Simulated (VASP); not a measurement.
# Si (a cell with a defect) in VASP: single point with PBE

Aim: the single point of Si (a cell with a defect) with PBE.

All numbers are computed with VASP 6.6.1; they aren't measurements. Logs are shortened: lines on timing, memory, paths and dates and some standing lists are left out, and cuts for length are marked.

### 1 The cell of the first run

The cell holds a defect, 17 atoms: a = 7.679 Å, b = 7.679 Å, c = 7.679 Å, α = 60.00°, β = 60.00°, γ = 60.00°.

### 2 Single point, PBE

Input file INCAR:

```
SYSTEM = Si
PREC = Accurate
ENCUT = 520
EDIFF = 1E-6
ISMEAR = 0
SIGMA = 0.05
LREAL = Auto
LASPH = .True.
NELM = 100
ALGO = Normal
ISIF = 2
LWAVE = .False.
LCHARG = .True.
GGA = PE
LELF = .True.
LVHAR = .True.
NBANDS = 48
```

Input file KPOINTS:

```
Automatic mesh
0
Gamma
  2 2 2
  0 0 0
```

Input file POSCAR:

```
Si
1.0
    0.0000000000      5.4300000000      5.4300000000
    5.4300000000      0.0000000000      5.4300000000
    5.4300000000      5.4300000000      0.0000000000
Si
17
Direct
    0.0154126151     -0.0007395028     -0.0137905157
    0.1284150092      0.1122989871      0.1312385820
    0.0110174033     -0.0247098527      0.5030417127
    0.1523744015      0.1166826888      0.6144036832
   -0.0183908840      0.4813842541      0.0557652855
    0.1284151934      0.6281905157      0.1312382136
    0.0110179558      0.5107938306      0.5030413444
    0.1077902394      0.6075651934      0.6772224678
    0.4994849908     -0.0007400552     -0.0137899632
    0.6463141805      0.1460893186      0.0616497238
    0.5201234807      0.0198988029      0.4402216390
    0.6169069061      0.1166814917      0.6144041436
    0.4994853591      0.5151877532     -0.0137901473
    0.6125240331      0.6281899632      0.1312389503
    0.4755154696      0.5107924494      0.5030419890
    0.6169074586      0.6521500000      0.6144039595
    0.8139883978      0.3137633517      0.5586278085
```

Potentials or basis: VASP PAW PBE potentials, release 64 (Si).

On the command line:

```console
$ cat potpaw_PBE.64/Si/POTCAR > POTCAR
$ mpirun -np 1 vasp_std > vasp.out
```

OUTCAR:

```text
SYSTEM = Si
   PREC = Accurate
   ENCUT = 520
   EDIFF = 1E-6
   ISMEAR = 0
   LREAL = Auto
   LASPH = .True.
   NELM = 100
   ISIF = 2
   GGA = PE

 ion  position               nearest neighbor table
   1  0.015  0.999  0.986-   6 2.33   2 2.33   4 2.33  10 2.34
   2  0.128  0.112  0.131-   9 2.33   1 2.33   3 2.33   5 2.34
   3  0.011  0.975  0.503-   8 2.33   2 2.33  17 2.40  12 2.47   4 2.47
   4  0.152  0.117  0.614-  11 2.33   1 2.33  17 2.40   7 2.47   3 2.47
   5  0.982  0.481  0.056-  14 2.34   2 2.34   6 2.34   8 2.37
   6  0.128  0.628  0.131-   1 2.33  13 2.33   7 2.33   5 2.34
   7  0.011  0.511  0.503-   8 2.33   6 2.33  17 2.40  16 2.47   4 2.47
   8  0.108  0.608  0.677-   7 2.33   3 2.33  15 2.33   5 2.37
   9  0.499  0.999  0.986-   2 2.33  14 2.33  12 2.33  10 2.34
  10  0.646  0.146  0.062-   9 2.34   1 2.34  13 2.34  11 2.37
  11  0.520  0.020  0.440-  12 2.33  16 2.33   4 2.33  10 2.37
  12  0.617  0.117  0.614-  11 2.33   9 2.33  17 2.40   3 2.47  15 2.47
  13  0.499  0.515  0.986-  14 2.33   6 2.33  16 2.33  10 2.34
  14  0.613  0.628  0.131-   9 2.33  13 2.33  15 2.33   5 2.34
  15  0.476  0.511  0.503-   8 2.33  14 2.33  17 2.40  12 2.47  16 2.47
  16  0.617  0.652  0.614-  11 2.33  13 2.33  17 2.40   7 2.47  15 2.47
  17  0.814  0.314  0.559-  15 2.40   3 2.40   7 2.40   4 2.40  16 2.40  12 2.40

  LATTYP: Found a face centered cubic cell.
 ALAT       =    10.8600000000

  Lattice vectors:

 A1 = (   0.0000000000,   5.4300000000,   5.4300000000)
 A2 = (   5.4300000000,   0.0000000000,   5.4300000000)
 A3 = (   5.4300000000,   5.4300000000,   0.0000000000)

Analysis of symmetry for initial positions (statically):
=====================================================================
 Subroutine PRICEL returns:
 Original cell was already a primitive cell.

 Routine SETGRP: Setting up the symmetry group for a
 face centered cubic supercell.

 Subroutine GETGRP returns: Found  6 space group operations
 (whereof  1 operations were pure point group operations)
 out of a pool of 48 trial point group operations.

The static configuration has the point symmetry C_1 .
 The point group associated with its full space group is C_3v.

Analysis of symmetry for dynamics (positions and initial velocities):
=====================================================================
 Subroutine PRICEL returns:
 Original cell was already a primitive cell.

 Routine SETGRP: Setting up the symmetry group for a
 face centered cubic supercell.

 Subroutine GETGRP returns: Found  6 space group operations
 (whereof  1 operations were pure point group operations)
 out of a pool of 48 trial point group operations.

The dynamic configuration has the point symmetry C_1 .
 The point group associated with its full space group is C_3v.

 Subroutine INISYM returns: Found  6 space group operations
 (whereof  1 operations are pure point group operations),
 and found     1 'primitive' translations

----------------------------------------------------------------------------------------

                                     Primitive cell

  volume of cell :     320.2060

  direct lattice vectors                    reciprocal lattice vectors
     0.000000000  5.430000000  5.430000000    -0.092081031  0.092081031  0.092081031
     5.430000000  0.000000000  5.430000000     0.092081031 -0.092081031  0.092081031
     5.430000000  5.430000000  0.000000000     0.092081031  0.092081031 -0.092081031

  length of vectors
     7.679179644  7.679179644  7.679179644     0.159489025  0.159489025  0.159489025

  position of ions in fractional coordinates (direct lattice)
     0.015412615  0.999260497  0.986209484
     0.128415009  0.112298987  0.131238582
     0.011017403  0.975290147  0.503041713
     0.152374401  0.116682689  0.614403683
     0.981609116  0.481384254  0.055765286
     0.128415193  0.628190516  0.131238214
[... 9 lines left out ...]
     0.616907459  0.652150000  0.614403960
     0.813988398  0.313763352  0.558627808

  ion indices of the primitive-cell ions
   primitive index   ion index
                 1           1
                 2           2
                 3           3
                 4           4
                 5           5
                 6           6
[... 9 lines left out ...]
                16          16
                17          17

----------------------------------------------------------------------------------------

 KPOINTS: Automatic mesh

Automatic generation of k-mesh.
 Grid dimensions read from file:
 generate k-points for:    2    2    2

 Generating k-lattice:

  Cartesian coordinates                     Fractional coordinates (reciprocal lattice)
    -0.046040516  0.046040516  0.046040516     0.500000000  0.000000000  0.000000000
     0.046040516 -0.046040516  0.046040516     0.000000000  0.500000000  0.000000000
     0.046040516  0.046040516 -0.046040516     0.000000000  0.000000000  0.500000000

  Length of vectors
     0.079744512  0.079744512  0.079744512

  Shift w.r.t. Gamma in fractional coordinates (k-lattice)
     0.000000000  0.000000000  0.000000000

 Subroutine IBZKPT returns following result:
 ===========================================

 Found      4 irreducible k-points:

 Following reciprocal coordinates:
            Coordinates               Weight
  0.000000  0.000000  0.000000      1.000000
  0.500000  0.000000  0.000000      3.000000
  0.000000  0.000000  0.500000      1.000000
  0.500000  0.500000  0.000000      3.000000
   k-points           NKPTS =      4   k-points in BZ     NKDIM =      4   number of bands    NBANDS=     48
   number of dos      NEDOS =    301   number of ions     NIONS =     17
   total plane-waves  NPLWV = 216000
   dimension x,y,z NGX =    60 NGY =   60 NGZ =   60
   dimension x,y,z NGXF=   120 NGYF=  120 NGZF=  120
   ions per type =              17
   NGX,Y,Z   is equivalent  to a cutoff of  12.99, 12.99, 12.99 a.u.
   NGXF,Y,Z  is equivalent  to a cutoff of  25.98, 25.98, 25.98 a.u.
 SYSTEM =  Si
   PREC   = accura    normal or accurate (medium, high low for compatibility)
   ISTART =      0    job   : 0-new  1-cont  2-samecut
   ICHARG =      2    charge: 1-file 2-atom 10-const
   ISPIN  =      1    spin polarized calculation?
   LNONCOLLINEAR =      F non collinear calculations
   LSORBIT =      F    spin-orbit coupling
   LASPH  =      T    aspherical Exc in radial PAW
   ENCUT  =  520.0 eV  38.22 Ry    6.18 a.u.  14.28 14.28 14.28*2*pi/ulx,y,z
   NELM   =    100;   NELMIN=  2; NELMDL= -5     # of ELM steps
   EDIFF  = 0.1E-05   stopping-criterion for ELM
   LREAL  =      T    real-space projection
   EDIFFG = 0.1E-04   stopping-criterion for IOM
   NSW    =      0    number of steps for IOM
[... 5 lines left out ...]
   TEBEG  =    0.0;   TEEND  =   0.0 temperature during run
   PSTRESS=    0.0 pullay stress
   NELECT =      68.0000    total number of electrons
   NUPDOWN=      -1.0000    fix difference up-down
   EMIN   =  10.00;   EMAX   =-10.00  energy-range for DOS
   EFERMI =   0.00;   METHOD = LEGACY
   ISMEAR =     0;   SIGMA  =   0.05  broadening in eV -4-tet -1-fermi 0-gaus
   EFERMI_NEDOS =   21; number of points for ismear=-14 and -15
   IALGO  =     38    algorithm
   IMIX   =      4    mixing-type and parameters
     AMIX     =   0.40;   BMIX     =  1.00
     AMIX_MAG =   1.60;   BMIX_MAG =  1.00
  volume/ion in A,a.u.               =      18.84       127.11
  Fermi-wavevector in a.u.,A,eV,Ry     =   0.976715  1.845724 12.979587  0.953973
  Thomas-Fermi vector in A             =   2.107356
   LORBIT       =      0    0 simple, 1 ext, 2 COOP (PROOUT), +10 PAW based schemes
   GGA     = PE    functional components
   LHFCALC =     F    Hartree Fock is set to
   AEXX    =    0.0000 exact exchange contribution
   IVDW    =     0    specifies the selected vdW correction
   LEPSILON=     F    determine dielectric tensor
   LRPA    =     F    only Hartree local field effects (RPA)
 non-spin polarized calculation
 Gauss-broadening in eV      SIGMA  =   0.05
  energy-cutoff  :      520.00
  volume of cell :      320.21
 maximum number of plane-waves:      8646
 NGX is ok and might be reduce to    60
   NGX = 29   NGY = 29   NGZ = 29

 number of electron      68.0000000 magnetization

 Free energy of the ion-electron system (eV)
  ---------------------------------------------------
  ext. energy  EPLUGINS =         0.00000000
  ---------------------------------------------------
  free energy    TOTEN  =       -87.68471547 eV

  energy without entropy =      -87.67804215  energy(sigma->0) =      -87.68137881

 E-fermi :   6.7005     XC(G=0):  -9.6927

 val. band max:        6.6782297340   @ k =   0.0000   0.0000   0.5000
 cond. band min:       6.7399620691   @ k =   0.0000   0.0000   0.0000
 fundamental gap:      0.0617323351
 Fermi energy:         6.7005096604

 k-point     1 :       0.0000    0.0000    0.0000
  band No.  band energies     occupation
      1      -6.2127      2.00000
      2      -3.8766      2.00000
      3      -3.6311      2.00000
      4      -3.6311      2.00000
      5      -3.3753      2.00000
      6      -2.5229      2.00000
[... 38 lines left out ...]
     45       8.7413      0.00000
     46       8.8342      0.00000

 k-point     2 :       0.5000    0.0000    0.0000
  band No.  band energies     occupation
      1      -5.7335      2.00000
      2      -5.0000      2.00000
      3      -3.5871      2.00000
      4      -3.4384      2.00000
      5      -3.1845      2.00000
      6      -3.0185      2.00000
[... 38 lines left out ...]
     45       9.5193      0.00000
     46      10.1252      0.00000

 k-point     3 :       0.0000    0.0000    0.5000
  band No.  band energies     occupation
      1      -5.8132      2.00000
      2      -4.8678      2.00000
      3      -3.4042      2.00000
      4      -3.4041      2.00000
      5      -3.3455      2.00000
      6      -2.9908      2.00000
[... 38 lines left out ...]
     45       9.8152      0.00000
     46      10.1785      0.00000

 k-point     4 :       0.5000    0.5000    0.0000
  band No.  band energies     occupation
      1      -5.6041      2.00000
      2      -4.6992      2.00000
      3      -4.0690      2.00000
      4      -3.8788      2.00000
      5      -3.7894      2.00000
      6      -3.6061      2.00000
[... 38 lines left out ...]
     45      10.4046      0.00000
     46      10.4214      0.00000
 [bands above 46 left out]

------------------------ aborting loop because EDIFF is reached ----------------------------------------

  FORCE on cell =-STRESS in cart. coord.  units (eV):
  Direction    XX          YY          ZZ          XY          YZ          ZX
  --------------------------------------------------------------------------------------
  -------------------------------------------------------------------------------------
  Total        9.2990364      9.2990364      9.2990364     -0.8407083      0.8407083      0.8407083
  in kB       46.5284992     46.5284992     46.5284992     -4.2065538      4.2065538      4.2065538
  external PRESSURE =      46.5284992 kB  Pullay stress =       0.0000000 kB

 VOLUME and BASIS-vectors are now :
 -----------------------------------------------------------------------------
  energy-cutoff  :      520.00
  volume of cell :      320.21
      direct lattice vectors                 reciprocal lattice vectors
     0.000000000  5.430000000  5.430000000    -0.092081031  0.092081031  0.092081031
     5.430000000  0.000000000  5.430000000     0.092081031 -0.092081031  0.092081031
     5.430000000  5.430000000  0.000000000     0.092081031  0.092081031 -0.092081031

 POSITION                                       TOTAL-FORCE (eV/Angst)
 -----------------------------------------------------------------------------------
     10.78110      5.43881      5.50967        -0.001343     -0.002878      0.001343
      1.32241      1.40992      1.30708         0.001154      0.001296     -0.001296
      8.02734      2.79134      5.35565         0.006723     -0.001987      0.001987
      3.96980      4.16360      1.46098         0.001612     -0.005301     -0.001612
      2.91672      5.63294      7.94405         0.000812      0.000812     -0.000812
      4.12370      1.40992      4.10837         0.001296      0.001296     -0.001154
[... 9 lines left out ...]
      6.87739      6.68602      6.89098        -0.005301      0.001612     -0.001612
      4.73708      7.45331      6.12369         0.001916      0.001916     -0.001916
 -----------------------------------------------------------------------------------
    total drift:                                0.001611      0.001391     -0.000826

  FREE ENERGIE OF THE ION-ELECTRON SYSTEM (eV)
  ---------------------------------------------------
  free  energy   TOTEN  =       -87.6847154654 eV

  energy  without entropy=      -87.6780421475  energy(sigma->0) =      -87.68137881
```

Run time: 4.2 min. Hardware: 1 thread of AMD EPYC 7R13, shared host; peak memory 0.41 GiB.

What came out:

```yaml
Free_energy: -87.6847 eV
Pressure: 4.7 GPa
Largest_force: 0.009 eV/Å
Band_gap_on_the_k_mesh: 0.06 eV
```

Forces in eV/Å, atoms in the order of the input:
```
Si  -0.001 -0.003  0.001
Si   0.001  0.001 -0.001
Si   0.007 -0.002  0.002
Si   0.002 -0.005 -0.002
Si   0.001  0.001 -0.001
Si   0.001  0.001 -0.001
Si  -0.002 -0.002 -0.007
Si  -0.005 -0.005  0.005
Si  -0.001 -0.001  0.003
Si   0.000  0.000  0.000
Si   0.004  0.004 -0.004
Si   0.002  0.002  0.005
Si  -0.003 -0.001  0.001
Si   0.001  0.001 -0.001
Si  -0.002  0.007  0.002
Si  -0.005  0.002 -0.002
Si   0.002  0.002 -0.002
```

Caveat: the k points lie up to 0.50 Å⁻¹ apart.
